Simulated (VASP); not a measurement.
Input of a VASP 6.6.1 run:

File INCAR:

```
SYSTEM = CsHf2Os
  PREC = Accurate
  ENCUT = 520
  EDIFF = 1E-6
  ISMEAR = 0
  SIGMA = 0.1
  LREAL = .FALSE.
  LASPH = .TRUE.
  NELM = 100
  ALGO = Normal
  ISIF = 2
  LWAVE = .FALSE.
  LCHARG = .FALSE.
  GGA = PE
  NBANDS = 47
```

Contents of KPOINTS:

```
regular mesh
0
G
  6 6 1
  0 0 0
```

POSCAR

```
CsHf2Os
1.0
    3.6181183042      0.0000000000      0.0000000000
   -1.8090591521      3.1333823653      0.0000000000
    0.0000000000      0.0000000000     16.1929770257
Cs Hf Os
2 4 2
Direct
    0.3333333333      0.6666666667      0.7500000000
    0.6666666667      0.3333333333      0.2500000000
    0.3333333333      0.6666666667      0.4140000000
    0.6666666667      0.3333333333      0.9140000000
    0.6666666667      0.3333333333      0.5860000000
    0.3333333333      0.6666666667      0.0860000000
    0.0000000000      0.0000000000      0.5000000000
    0.0000000000      0.0000000000      0.0000000000
```

Potentials or basis: VASP PAW PBE potentials, release 64 (Cs_sv, Hf_pv, Os).

The run is started by

```bash
$ cat potpaw_PBE.64/Cs_sv/POTCAR potpaw_PBE.64/Hf_pv/POTCAR potpaw_PBE.64/Os/POTCAR > POTCAR
$ mpirun -np 1 vasp_std > vasp.out
```

**Question.** Predict the largest force.

**Answer.** 0.363 eV/Å.

**Question.** Predict the pressure.

**Answer.** 19.7 GPa.

Forces in eV/Å, atoms in the order of the input:
```
Cs   0.000  0.000  0.000
Cs   0.000  0.000  0.000
Hf   0.000  0.000 -0.363
Hf   0.000  0.000 -0.363
Hf   0.000  0.000  0.363
Hf   0.000  0.000  0.363
Os   0.000  0.000  0.000
Os   0.000  0.000  0.000
```

Caveat: the k points lie up to 0.39 Å⁻¹ apart, too coarse for converged energies and pressures of a metal.
